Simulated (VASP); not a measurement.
Runs of VASP 6.6.1 on SiGe3Ru2. The structure is that of space group P6/mmm (No. 191), or close to it. The cells are those of the table. The cell was generated, and may not be a known phase.

```tsv
task	cell	k mesh	cutoff (eV)	gap on the mesh (eV)	pressure (GPa)	relaxed volume (Å³/atom)
single point	a = 5.472, b = 5.472, c = 3.965 Å, angles 90.0, 90.0, 120.0°, 6 atoms	6 × 6 × 4	520	none	(a)	-
relaxation of cell and atoms	relaxed from a = 5.873, b = 5.873, c = 3.246 Å, angles 90.0, 90.0, 120.0°, 6 atoms	3 × 3 × 6	600	none	0.1	17.31
relaxation of cell and atoms	relaxed from a = 5.542, b = 5.542, c = 3.902 Å, angles 90.0, 90.0, 120.0°, 6 atoms	6 × 6 × 4	600	none	0.0	17.12
single point	a = 5.542, b = 5.542, c = 3.902 Å, angles 90.0, 90.0, 120.0°, 6 atoms	3 × 3 × 6	520	none	0.1	-
single point	a = 5.873, b = 5.873, c = 3.246 Å, angles 90.0, 90.0, 120.0°, 6 atoms	3 × 3 × 6	520	none	25.1	-
single point	a = 5.479, b = 5.479, c = 3.952 Å, angles 90.0, 90.0, 120.0°, 6 atoms	12 × 12 × 10	520	none	0.1	-
```

Alike in all rows: level PBE; potentials or basis VASP PAW PBE potentials, release 64 (Si, Ge_d, Ru_pv); no spin polarisation; smearing gaussian 0.1 eV.

Fill in the values left out.

(a) -0.1.

Caveats: some runs use coarse meshes; a cell axis changed by over 15 % at a fixed basis, so the end point is rough (at least some runs).

A k mesh can miss the band edges, and the runs leave out spin-orbit coupling on Ge, Ru.

A gap of «none» marks levels without a gap at the run's occupations.
